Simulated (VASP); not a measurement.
# Be2ZnTe2Se (P6/mmm) in VASP: a series of runs

The runs below take Be2ZnTe2Se through single point, with PBE.

All numbers are computed with VASP 6.6.1; they aren't measurements. Logs are shortened: lines on timing, memory, paths and dates and some standing lists are left out, and cuts for length are marked.

**1. The cell of the first run**

Symmetry: P6/mmm, No. 191, hexagonal system. The conventional cell has a = 4.252 Å, b = 4.252 Å, c = 5.371 Å, α = 90.00°, β = 90.00°, γ = 120.00°. Within 3.2 Å of Be (site symmetry -6m2) lie 3 Be at 2.45 Å and 3 Zn at 2.45 Å and 6 Te at 2.68 Å. Zn (site symmetry 6/mmm) has 2 Te at 1.07 Å within 1.4 Å. Within 1.4 Å of Te (site symmetry 6mm) lie 1 Zn at 1.07 Å. Se (site symmetry 6/mmm) has 2 Te at 1.62 Å within 2.2 Å.

**2. Single point, PBE**

Contents of INCAR:

```
PREC = Accurate ; ENCUT = 520
EDIFF = 1E-7 ; ISMEAR = 0
SIGMA = 0.1 ; LREAL = False
LASPH = True ; NELM = 100
ALGO = Normal ; ISIF = 2
LWAVE = False ; LCHARG = True
GGA = PE ; LELF = True
LVHAR = True ; NBANDS = 26
```

Contents of KPOINTS:

```
regular mesh
0
Gamma
  6 6 4
```

Contents of POSCAR:

```
Be2ZnTe2Se
1.0
    4.2515714200      0.0000000000      0.0000000000
   -2.1257857100      3.6819688500      0.0000000000
    0.0000000000      0.0000000000      5.3706707400
Be Zn Te Se
2 1 2 1
Direct
    0.3333333300      0.6666666700      0.5000000000
    0.6666666700      0.3333333300      0.5000000000
    0.0000000000      0.0000000000      0.5000000000
    0.0000000000      0.0000000000      0.6990400500
    0.0000000000      0.0000000000      0.3009599500
    0.0000000000      0.0000000000      0.0000000000
```

Potentials or basis: VASP PAW PBE potentials, release 64 (Be, Zn, Te, Se).

Command:

```
cat potpaw_PBE.64/Be/POTCAR potpaw_PBE.64/Zn/POTCAR potpaw_PBE.64/Te/POTCAR potpaw_PBE.64/Se/POTCAR > POTCAR
mpirun -np 1 vasp_std > vasp.out
```

OUTCAR:

```text
PREC = Accurate
   ENCUT = 520
   EDIFF = 1E-7
   ISMEAR = 0
   LREAL = False
   LASPH = True
   NELM = 100
   ISIF = 2
   GGA = PE

 ion  position               nearest neighbor table
   1  0.333  0.667  0.500-   3 2.45   3 2.45   3 2.45   5 2.68   4 2.68   4 2.68   5 2.68   4 2.68
                             5 2.68
   2  0.667  0.333  0.500-   3 2.45   3 2.45   3 2.45   5 2.68   4 2.68   4 2.68   5 2.68   4 2.68
                             5 2.68
   3  0.000  0.000  0.500-   4 1.07   5 1.07   1 2.45   2 2.45   1 2.45   2 2.45   2 2.45   1 2.45
                             6 2.69   6 2.69
   4  0.000  0.000  0.699-   3 1.07   6 1.62   5 2.14   2 2.68   1 2.68   1 2.68   2 2.68   2 2.68
                             1 2.68   5 3.23
   5  0.000  0.000  0.301-   3 1.07   6 1.62   4 2.14   2 2.68   1 2.68   1 2.68   2 2.68   2 2.68
                             1 2.68   4 3.23
   6  0.000  0.000  0.000-   4 1.62   5 1.62   3 2.69   3 2.69

 -----------------------------------------------------------------------------
|                                                                             |
|           W    W    AA    RRRRR   N    N  II  N    N   GGGG   !!!           |
|           W    W   A  A   R    R  NN   N  II  NN   N  G    G  !!!           |
|           W    W  A    A  R    R  N N  N  II  N N  N  G       !!!           |
|           W WW W  AAAAAA  RRRRR   N  N N  II  N  N N  G  GGG   !            |
|           WW  WW  A    A  R   R   N   NN  II  N   NN  G    G                |
|           W    W  A    A  R    R  N    N  II  N    N   GGGG   !!!           |
|                                                                             |
|     The distance between some ions is very small. Please check the          |
|     nearest-neighbor list in the OUTCAR file.                               |
|     I HOPE YOU KNOW WHAT YOU ARE DOING!                                     |
|                                                                             |
 -----------------------------------------------------------------------------

  LATTYP: Found a hexagonal cell.
 ALAT       =     4.2515714200
 C/A-ratio  =     1.2632201625

  Lattice vectors:

 A1 = (   4.2515714200,   0.0000000000,   0.0000000000)
 A2 = (  -2.1257857100,   3.6819688500,   0.0000000000)
 A3 = (   0.0000000000,   0.0000000000,   5.3706707400)

Analysis of symmetry for initial positions (statically):
=====================================================================
 Subroutine PRICEL returns:
 Original cell was already a primitive cell.

 Routine SETGRP: Setting up the symmetry group for a
 hexagonal supercell.

 Subroutine GETGRP returns: Found 24 space group operations
 (whereof 24 operations were pure point group operations)
 out of a pool of 24 trial point group operations.

The static configuration has the point symmetry D_6h.

Analysis of symmetry for dynamics (positions and initial velocities):
=====================================================================
 Subroutine PRICEL returns:
 Original cell was already a primitive cell.

 Routine SETGRP: Setting up the symmetry group for a
 hexagonal supercell.

 Subroutine GETGRP returns: Found 24 space group operations
 (whereof 24 operations were pure point group operations)
 out of a pool of 24 trial point group operations.

The dynamic configuration has the point symmetry D_6h.

 Subroutine INISYM returns: Found 24 space group operations
 (whereof 24 operations are pure point group operations),
 and found     1 'primitive' translations

----------------------------------------------------------------------------------------

                                     Primitive cell

  volume of cell :      84.0733

  direct lattice vectors                    reciprocal lattice vectors
     4.251571420  0.000000000  0.000000000     0.235207151  0.135796912  0.000000000
    -2.125785710  3.681968850  0.000000000     0.000000000  0.271593824  0.000000000
     0.000000000  0.000000000  5.370670740     0.000000000  0.000000000  0.186196482

  length of vectors
     4.251571420  4.251571415  5.370670740     0.271593824  0.271593824  0.186196482

  position of ions in fractional coordinates (direct lattice)
     0.333333330  0.666666670  0.500000000
     0.666666670  0.333333330  0.500000000
     0.000000000  0.000000000  0.500000000
     0.000000000  0.000000000  0.699040050
     0.000000000  0.000000000  0.300959950
     0.000000000  0.000000000  0.000000000

  ion indices of the primitive-cell ions
   primitive index   ion index
                 1           1
                 2           2
                 3           3
                 4           4
                 5           5
                 6           6

----------------------------------------------------------------------------------------

 KPOINTS: regular mesh

Automatic generation of k-mesh.
 Grid dimensions read from file:
 generate k-points for:    6    6    4

 Generating k-lattice:

  Cartesian coordinates                     Fractional coordinates (reciprocal lattice)
     0.039201192  0.022632819  0.000000000     0.166666667  0.000000000  0.000000000
     0.000000000  0.045265637  0.000000000     0.000000000  0.166666667  0.000000000
     0.000000000  0.000000000  0.046549121     0.000000000  0.000000000  0.250000000

  Length of vectors
     0.045265637  0.045265637  0.046549121

  Shift w.r.t. Gamma in fractional coordinates (k-lattice)
     0.000000000  0.000000000  0.000000000

 Subroutine IBZKPT returns following result:
 ===========================================

 Found     21 irreducible k-points:

 Following reciprocal coordinates:
            Coordinates               Weight
  0.000000  0.000000  0.000000      1.000000
  0.166667  0.000000  0.000000      6.000000
  0.333333  0.000000  0.000000      6.000000
  0.500000  0.000000  0.000000      3.000000
  0.166667  0.166667  0.000000      6.000000
  0.333333  0.166667  0.000000     12.000000
[... 13 lines left out ...]
  0.333333  0.166667  0.500000     12.000000
  0.333333  0.333333  0.500000      2.000000
   k-points           NKPTS =     21   k-points in BZ     NKDIM =     21   number of bands    NBANDS=     26
   number of dos      NEDOS =    301   number of ions     NIONS =      6
   total plane-waves  NPLWV =  40960
   dimension x,y,z NGX =    32 NGY =   32 NGZ =   40
   dimension x,y,z NGXF=    64 NGYF=   64 NGZF=   80
   ions per type =               2   1   2   1
   NGX,Y,Z   is equivalent  to a cutoff of  12.51, 12.51, 12.38 a.u.
   NGXF,Y,Z  is equivalent  to a cutoff of  25.03, 25.03, 24.76 a.u.
 SYSTEM =  unknown system
   PREC   = accura    normal or accurate (medium, high low for compatibility)
   ISTART =      0    job   : 0-new  1-cont  2-samecut
   ICHARG =      2    charge: 1-file 2-atom 10-const
   ISPIN  =      1    spin polarized calculation?
   LNONCOLLINEAR =      F non collinear calculations
   LSORBIT =      F    spin-orbit coupling
   LASPH  =      T    aspherical Exc in radial PAW
   ENCUT  =  520.0 eV  38.22 Ry    6.18 a.u.   7.91  7.91  9.99*2*pi/ulx,y,z
   NELM   =    100;   NELMIN=  2; NELMDL= -5     # of ELM steps
   EDIFF  = 0.1E-06   stopping-criterion for ELM
   LREAL  =      F    real-space projection
   EDIFFG = 0.1E-05   stopping-criterion for IOM
   NSW    =      0    number of steps for IOM
   IBRION =     -1    ionic relax: 0-MD 1-quasi-New 2-CG
   NFREE  =      0    steps in history (QN), initial steepest desc. (CG)
   ISIF   =      2    stress and relaxation
   ISYM   =      2    0-nonsym 1-usesym 2-fastsym
   POTIM  = 0.5000    time-step for ionic-motion
   TEBEG  =    0.0;   TEEND  =   0.0 temperature during run
   PSTRESS=    0.0 pullay stress
   NELECT =      34.0000    total number of electrons
   NUPDOWN=      -1.0000    fix difference up-down
   EMIN   =  10.00;   EMAX   =-10.00  energy-range for DOS
   EFERMI =   0.00;   METHOD = LEGACY
   ISMEAR =     0;   SIGMA  =   0.10  broadening in eV -4-tet -1-fermi 0-gaus
   EFERMI_NEDOS =   21; number of points for ismear=-14 and -15
   IALGO  =     38    algorithm
   IMIX   =      4    mixing-type and parameters
     AMIX     =   0.40;   BMIX     =  1.00
     AMIX_MAG =   1.60;   BMIX_MAG =  1.00
  volume/ion in A,a.u.               =      14.01        94.56
  Fermi-wavevector in a.u.,A,eV,Ry     =   1.210640  2.287778 19.941375  1.465650
  Thomas-Fermi vector in A             =   2.346181
   LORBIT       =      0    0 simple, 1 ext, 2 COOP (PROOUT), +10 PAW based schemes
   GGA     = PE    functional components
   LHFCALC =     F    Hartree Fock is set to
   AEXX    =    0.0000 exact exchange contribution
   IVDW    =     0    specifies the selected vdW correction
   LEPSILON=     F    determine dielectric tensor
   LRPA    =     F    only Hartree local field effects (RPA)
 non-spin polarized calculation
 Gauss-broadening in eV      SIGMA  =   0.10
  energy-cutoff  :      520.00
  volume of cell :       84.07
 maximum number of plane-waves:      2292
 NGX is ok and might be reduce to    32
   NGX = 15   NGY = 15   NGZ = 19

 number of electron      34.0000002 magnetization

 Free energy of the ion-electron system (eV)
  ---------------------------------------------------
  ext. energy  EPLUGINS =         0.00000000
  ---------------------------------------------------
  free energy    TOTEN  =       133.70694472 eV

  energy without entropy =      133.72684963  energy(sigma->0) =      133.71689718

 E-fermi :  11.8701     XC(G=0): -10.7049

 val. band max:       11.8563946862   @ k =   0.3333   0.1667   0.2500
 cond. band min:      11.8809911128   @ k =   0.3333   0.1667   0.5000
 fundamental gap:      0.0245964267
 Fermi energy:        11.8701130228

 k-point     1 :       0.0000    0.0000    0.0000
  band No.  band energies     occupation
      1     -41.4660      2.00000
      2     -35.9368      2.00000
      3     -35.9368      2.00000
      4     -24.2608      2.00000
      5     -24.2607      2.00000
      6     -11.1796      2.00000
[... 18 lines left out ...]
     25      16.2246      0.00000
     26      17.6189      0.00000
[... 557 lines left out ...]
      4     -24.2586      2.00000
      5     -24.2586      2.00000
      6     -10.8954      2.00000
[... 18 lines left out ...]
     25      18.1326      0.00000
     26      18.4932      0.00000

------------------------ aborting loop because EDIFF is reached ----------------------------------------

  FORCE on cell =-STRESS in cart. coord.  units (eV):
  Direction    XX          YY          ZZ          XY          YZ          ZX
  --------------------------------------------------------------------------------------
  -------------------------------------------------------------------------------------
  Total        6.1266273      6.1266273    509.3757042      0.0000000      0.0000000      0.0000000
  in kB      116.7545807    116.7545804   9707.1265629      0.0000000      0.0000000      0.0000000
  external PRESSURE =    3313.5452413 kB  Pullay stress =       0.0000000 kB

 VOLUME and BASIS-vectors are now :
 -----------------------------------------------------------------------------
  energy-cutoff  :      520.00
  volume of cell :       84.07
      direct lattice vectors                 reciprocal lattice vectors
     4.251571420  0.000000000  0.000000000     0.235207151  0.135796912  0.000000000
    -2.125785710  3.681968850  0.000000000     0.000000000  0.271593824  0.000000000
     0.000000000  0.000000000  5.370670740     0.000000000  0.000000000  0.186196482

 POSITION                                       TOTAL-FORCE (eV/Angst)
 -----------------------------------------------------------------------------------
     -0.00000      2.45465      2.68534         0.000000      0.000000      0.000000
      2.12579      1.22732      2.68534        -0.000000      0.000000      0.000000
      0.00000      0.00000      2.68534        -0.000000      0.000000      0.000000
      0.00000      0.00000      3.75431         0.000000     -0.000000     26.803248
      0.00000      0.00000      1.61636        -0.000000     -0.000000    -26.803248
      0.00000      0.00000      0.00000        -0.000000      0.000000      0.000000
 -----------------------------------------------------------------------------------
    total drift:                                0.000000     -0.000000     -0.000000

  FREE ENERGIE OF THE ION-ELECTRON SYSTEM (eV)
  ---------------------------------------------------
  free  energy   TOTEN  =       133.7069447220 eV

  energy  without entropy=      133.7268496322  energy(sigma->0) =      133.71689718
```

Run time: 37 s. Hardware: 1 thread of Intel Xeon 6975P-C (Granite Rapids), shared host; peak memory 0.22 GiB.

Results:

| Quantity | Value |
| --- | --- |
| Free energy | 133.7069 eV |
| Pressure | 331.4 GPa |
| Largest force | 26.803 eV/Å |
| Band gap on the k mesh | zero (band 17 reaches 13.68 eV, above the bottom of band 18 at 10.71 eV) |

Forces in eV/Å, atoms in the order of the input:
```
Be    0.000   0.000   0.000
Be    0.000   0.000   0.000
Zn    0.000   0.000   0.000
Te    0.000   0.000  26.803
Te    0.000   0.000 -26.803
Se    0.000   0.000   0.000
```

Caveat: spin-orbit coupling is left out, which moves the levels of the heavy elements; forces of over 1 eV/Å act on the atoms, so gaps and moduli don't describe the material at rest.

(Part 1 of 2 ends here.)
